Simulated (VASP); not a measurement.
# Ti (P6_3/mmc) in VASP: single point with revPBE

Aim: the single point of Ti with revPBE.

All numbers are computed with VASP 6.6.1; they aren't measurements. Logs are shortened: lines on timing, memory, paths and dates and some standing lists are left out, and cuts for length are marked.

### Step 1. The cell of the first run

The structure is hexagonal, space group P6_3/mmc (No. 194). The conventional cell has a = 2.950 Å, b = 2.950 Å, c = 4.680 Å, α = 90.00°, β = 90.00°, γ = 120.00°. Ti (site symmetry -6m2) has 12 Ti at 2.89 to 2.95 Å within 3.8 Å.

### Step 2. Single point, revPBE

Input file INCAR:

```
PREC = Accurate
ENCUT = 500
EDIFF = 1E-6
ISMEAR = -1
SIGMA = 0.1
LREAL = False
LASPH = True
NELM = 120
ALGO = Normal
ISIF = 2
LWAVE = False
LCHARG = False
GGA = RE
NBANDS = 19
GGA_COMPAT = False
```

Input file KPOINTS:

```
Automatic mesh
0
Gamma
  9 9 5
```

Input file POSCAR:

```
Ti
1.0
    2.9500000000      0.0000000000      0.0000000000
   -1.4750000000      2.5547750000      0.0000000000
    0.0000000000      0.0000000000      4.6800000000
Ti
2
Direct
    0.3333333333      0.6666666667      0.2500000000
    0.6666666667      0.3333333333      0.7500000000
```

Potentials or basis: VASP PAW PBE potentials, release 64 (Ti_sv).

Command:

```sh
$ cat potpaw_PBE.64/Ti_sv/POTCAR > POTCAR
$ mpirun -np 1 vasp_std > vasp.out
```

OUTCAR:

```text
PREC = Accurate
   ENCUT = 500
   EDIFF = 1E-6
   ISMEAR = -1
   LREAL = False
   LASPH = True
   NELM = 120
   ISIF = 2
   GGA = RE

 ion  position               nearest neighbor table
   1  0.333  0.667  0.250-   2 2.89   2 2.89   2 2.89   2 2.89   2 2.89   2 2.89
   2  0.667  0.333  0.750-   1 2.89   1 2.89   1 2.89   1 2.89   1 2.89   1 2.89

  LATTYP: Found a hexagonal cell.
 ALAT       =     2.9500000000
 C/A-ratio  =     1.5864406780

  Lattice vectors:

 A1 = (   2.9500000000,   0.0000000000,   0.0000000000)
 A2 = (  -1.4750000000,   2.5547750000,   0.0000000000)
 A3 = (   0.0000000000,   0.0000000000,   4.6800000000)

Analysis of symmetry for initial positions (statically):
=====================================================================
 Subroutine PRICEL returns:
 Original cell was already a primitive cell.

 Routine SETGRP: Setting up the symmetry group for a
 hexagonal supercell.

 Subroutine GETGRP returns: Found 24 space group operations
 (whereof 12 operations were pure point group operations)
 out of a pool of 24 trial point group operations.

The static configuration has the point symmetry D_3d.
 The point group associated with its full space group is D_6h.

Analysis of symmetry for dynamics (positions and initial velocities):
=====================================================================
 Subroutine PRICEL returns:
 Original cell was already a primitive cell.

 Routine SETGRP: Setting up the symmetry group for a
 hexagonal supercell.

 Subroutine GETGRP returns: Found 24 space group operations
 (whereof 12 operations were pure point group operations)
 out of a pool of 24 trial point group operations.

The dynamic configuration has the point symmetry D_3d.
 The point group associated with its full space group is D_6h.

 Subroutine INISYM returns: Found 24 space group operations
 (whereof 12 operations are pure point group operations),
 and found     1 'primitive' translations

----------------------------------------------------------------------------------------

                                     Primitive cell

  volume of cell :      35.2712

  direct lattice vectors                    reciprocal lattice vectors
     2.950000000  0.000000000  0.000000000     0.338983051  0.195711951  0.000000000
    -1.475000000  2.554775000  0.000000000     0.000000000  0.391423902  0.000000000
     0.000000000  0.000000000  4.680000000     0.000000000  0.000000000  0.213675214

  length of vectors
     2.950000000  2.950000051  4.680000000     0.391423909  0.391423902  0.213675214

  position of ions in fractional coordinates (direct lattice)
     0.333333333  0.666666667  0.250000000
     0.666666667  0.333333333  0.750000000

  ion indices of the primitive-cell ions
   primitive index   ion index
                 1           1
                 2           2

----------------------------------------------------------------------------------------

 KPOINTS: Automatic mesh

Automatic generation of k-mesh.
 Grid dimensions read from file:
 generate k-points for:    9    9    5

 Generating k-lattice:

  Cartesian coordinates                     Fractional coordinates (reciprocal lattice)
     0.037664783  0.021745772  0.000000000     0.111111111 -0.000000000  0.000000000
     0.000000000  0.043491545  0.000000000     0.000000000  0.111111111  0.000000000
     0.000000000  0.000000000  0.042735043     0.000000000  0.000000000  0.200000000

  Length of vectors
     0.043491545  0.043491545  0.042735043

  Shift w.r.t. Gamma in fractional coordinates (k-lattice)
     0.000000000  0.000000000  0.000000000

 Subroutine IBZKPT returns following result:
 ===========================================

 Found     36 irreducible k-points:

 Following reciprocal coordinates:
            Coordinates               Weight
  0.000000  0.000000  0.000000      1.000000
  0.111111  0.000000  0.000000      6.000000
  0.222222  0.000000  0.000000      6.000000
  0.333333  0.000000  0.000000      6.000000
  0.444444  0.000000  0.000000      6.000000
  0.111111  0.111111  0.000000      6.000000
[... 16 lines left out ...]
  0.333333  0.222222  0.200000     24.000000
  0.333333  0.333333  0.200000      4.000000
 [... further k-points ...]
   k-points           NKPTS =     36   k-points in BZ     NKDIM =     36   number of bands    NBANDS=     19
   number of dos      NEDOS =    301   number of ions     NIONS =      2
   total plane-waves  NPLWV =  20736
   dimension x,y,z NGX =    24 NGY =   24 NGZ =   36
   dimension x,y,z NGXF=    48 NGYF=   48 NGZF=   72
   ions per type =               2
   NGX,Y,Z   is equivalent  to a cutoff of  13.53, 13.53, 12.79 a.u.
   NGXF,Y,Z  is equivalent  to a cutoff of  27.05, 27.05, 25.58 a.u.
 SYSTEM =  unknown system
   PREC   = accura    normal or accurate (medium, high low for compatibility)
   ISTART =      0    job   : 0-new  1-cont  2-samecut
   ICHARG =      2    charge: 1-file 2-atom 10-const
   ISPIN  =      1    spin polarized calculation?
   LNONCOLLINEAR =      F non collinear calculations
   LSORBIT =      F    spin-orbit coupling
   LASPH  =      T    aspherical Exc in radial PAW
   ENCUT  =  500.0 eV  36.75 Ry    6.06 a.u.   5.38  5.38  8.53*2*pi/ulx,y,z
   NELM   =    120;   NELMIN=  2; NELMDL= -5     # of ELM steps
   EDIFF  = 0.1E-05   stopping-criterion for ELM
   LREAL  =      F    real-space projection
   EDIFFG = 0.1E-04   stopping-criterion for IOM
   NSW    =      0    number of steps for IOM
   IBRION =     -1    ionic relax: 0-MD 1-quasi-New 2-CG
   NFREE  =      0    steps in history (QN), initial steepest desc. (CG)
   ISIF   =      2    stress and relaxation
   ISYM   =      2    0-nonsym 1-usesym 2-fastsym
   POTIM  = 0.5000    time-step for ionic-motion
   TEBEG  =    0.0;   TEEND  =   0.0 temperature during run
   PSTRESS=    0.0 pullay stress
   NELECT =      24.0000    total number of electrons
   NUPDOWN=      -1.0000    fix difference up-down
   EMIN   =  10.00;   EMAX   =-10.00  energy-range for DOS
   EFERMI =   0.00;   METHOD = LEGACY
   ISMEAR =    -1;   SIGMA  =   0.10  broadening in eV -4-tet -1-fermi 0-gaus
   EFERMI_NEDOS =   21; number of points for ismear=-14 and -15
   IALGO  =     38    algorithm
   IMIX   =      4    mixing-type and parameters
     AMIX     =   0.40;   BMIX     =  1.00
     AMIX_MAG =   1.60;   BMIX_MAG =  1.00
  volume/ion in A,a.u.               =      17.64       119.01
  Fermi-wavevector in a.u.,A,eV,Ry     =   1.439920  2.721054 28.209911  2.073370
  Thomas-Fermi vector in A             =   2.558722
   LORBIT       =      0    0 simple, 1 ext, 2 COOP (PROOUT), +10 PAW based schemes
   GGA     = RE    functional components
   LHFCALC =     F    Hartree Fock is set to
   AEXX    =    0.0000 exact exchange contribution
   IVDW    =     0    specifies the selected vdW correction
   LEPSILON=     F    determine dielectric tensor
   LRPA    =     F    only Hartree local field effects (RPA)
 non-spin polarized calculation
  energy-cutoff  :      500.00
  volume of cell :       35.27
 maximum number of plane-waves:       929
 NGX is ok and might be reduce to    24
   NGX = 11   NGY = 11   NGZ = 17

 number of electron      24.0000002 magnetization

 Free energy of the ion-electron system (eV)
  ---------------------------------------------------
  ext. energy  EPLUGINS =         0.00000000
  ---------------------------------------------------
  free energy    TOTEN  =       -15.07416023 eV

  energy without entropy =      -14.99781782  energy(sigma->0) =      -15.03598902

 E-fermi :   8.2396     XC(G=0): -11.3456

 val. band max:        8.2310678604   @ k =   0.0000   0.0000   0.4000
 cond. band min:       8.3224464348   @ k =   0.3333   0.2222   0.4000
 fundamental gap:      0.0913785744
 Fermi energy:         8.2396480030

 k-point     1 :       0.0000    0.0000    0.0000
  band No.  band energies     occupation
      1     -48.7207      2.00000
      2     -48.5943      2.00000
      3     -25.2354      2.00000
      4     -24.6299      2.00000
      5     -24.6299      2.00000
      6     -24.5677      2.00000
[... 11 lines left out ...]
     18       9.8819      0.00000
     19      11.3673      0.00000

 k-point     2 :       0.1111    0.0000    0.0000
  band No.  band energies     occupation
      1     -48.7096      2.00000
      2     -48.5899      2.00000
      3     -25.2101      2.00000
      4     -24.6813      2.00000
      5     -24.6469      2.00000
      6     -24.5885      2.00000
[... 11 lines left out ...]
     18       9.7335      0.00000
     19      11.4583      0.00000

 k-point     3 :       0.2222    0.0000    0.0000
  band No.  band energies     occupation
      1     -48.6803      2.00000
      2     -48.5798      2.00000
      3     -25.1406      2.00000
      4     -24.8131      2.00000
      5     -24.7192      2.00000
      6     -24.6881      2.00000
[... 11 lines left out ...]
     18      10.3036      0.00000
     19      11.6128      0.00000

 k-point     4 :       0.3333    0.0000    0.0000
  band No.  band energies     occupation
      1     -48.6439      2.00000
      2     -48.5712      2.00000
      3     -25.0457      2.00000
      4     -24.9649      2.00000
      5     -24.8611      2.00000
      6     -24.7327      2.00000
[... 11 lines left out ...]
     18      11.0471      0.00000
     19      11.7192      0.00000

 k-point     5 :       0.4444    0.0000    0.0000
  band No.  band energies     occupation
      1     -48.6159      2.00000
      2     -48.5698      2.00000
      3     -25.0643      2.00000
      4     -24.9616      2.00000
      5     -24.9505      2.00000
      6     -24.7609      2.00000
[... 11 lines left out ...]
     18      11.7657      0.00000
     19      12.0603      0.00000
[... 334 lines left out ...]
      2     -48.5743      2.00000
      3     -25.1082      2.00000
      4     -25.0077      2.00000
      5     -24.8693      2.00000
      6     -24.7651      2.00000
[... 11 lines left out ...]
     18      11.6796      0.00000
     19      12.5128      0.00000

 k-point    22 :       0.2222    0.2222    0.2000
  band No.  band energies     occupation
      1     -48.6206      2.00000
      2     -48.5748      2.00000
      3     -25.0485      2.00000
      4     -24.9723      2.00000
      5     -24.8385      2.00000
      6     -24.7996      2.00000
[... 11 lines left out ...]
     18      11.5151      0.00000
     19      12.1234      0.00000

 k-point    23 :       0.3333    0.2222    0.2000
  band No.  band energies     occupation
      1     -48.5979      2.00000
      2     -48.5749      2.00000
      3     -25.0501      2.00000
      4     -24.9902      2.00000
      5     -24.8898      2.00000
      6     -24.7947      2.00000
[... 11 lines left out ...]
     18      11.6599      0.00000
     19      13.1099      0.00000

 k-point    24 :       0.3333    0.3333    0.2000
  band No.  band energies     occupation
      1     -48.5824      2.00000
      2     -48.5824      2.00000
      3     -24.9802      2.00000
      4     -24.9802      2.00000
      5     -24.9725      2.00000
      6     -24.7988      2.00000
[... 11 lines left out ...]
     18      11.3110      0.00000
     19      14.6183      0.00000

 [... further k-points ...]
[... 5 lines left out ...]
  --------------------------------------------------------------------------------------
  -------------------------------------------------------------------------------------
  Total        0.1471639      0.1471639      0.0909938      0.0000000      0.0000000      0.0000000
  in kB        6.6848449      6.6848452      4.1333484      0.0000000      0.0000000      0.0000000
  external PRESSURE =       5.8343462 kB  Pullay stress =       0.0000000 kB

 VOLUME and BASIS-vectors are now :
 -----------------------------------------------------------------------------
  energy-cutoff  :      500.00
  volume of cell :       35.27
      direct lattice vectors                 reciprocal lattice vectors
     2.950000000  0.000000000  0.000000000     0.338983051  0.195711951  0.000000000
    -1.475000000  2.554775000  0.000000000     0.000000000  0.391423902  0.000000000
     0.000000000  0.000000000  4.680000000     0.000000000  0.000000000  0.213675214

 POSITION                                       TOTAL-FORCE (eV/Angst)
 -----------------------------------------------------------------------------------
     -0.00000      1.70318      1.17000         0.000000      0.000000      0.000000
      1.47500      0.85159      3.51000        -0.000000     -0.000000      0.000000
 -----------------------------------------------------------------------------------
    total drift:                               -0.000000      0.000000     -0.000000

  FREE ENERGIE OF THE ION-ELECTRON SYSTEM (eV)
  ---------------------------------------------------
  free  energy   TOTEN  =       -15.0741602307 eV

  energy  without entropy=      -14.9978178178  energy(sigma->0) =      -15.03598902
```

It took 42 s on 1 thread of Intel Xeon Platinum 8259CL at 2.50GHz (Skylake/Cascade Lake), shared host; peak memory 0.15 GiB.

Results:

| Quantity | Value |
| --- | --- |
| Free energy | -15.0742 eV |
| Pressure | 0.6 GPa |
| Band gap on the k mesh | zero (band 12 reaches 9.04 eV, above the bottom of band 13 at 8.00 eV) |

Stress tensor (GPa, compression positive):
```
0.67 0.00 0.00
0.00 0.67 0.00
0.00 0.00 0.41
```

Caveat: the PAW data sets were made with another functional, which shifts forces and pressure a little.
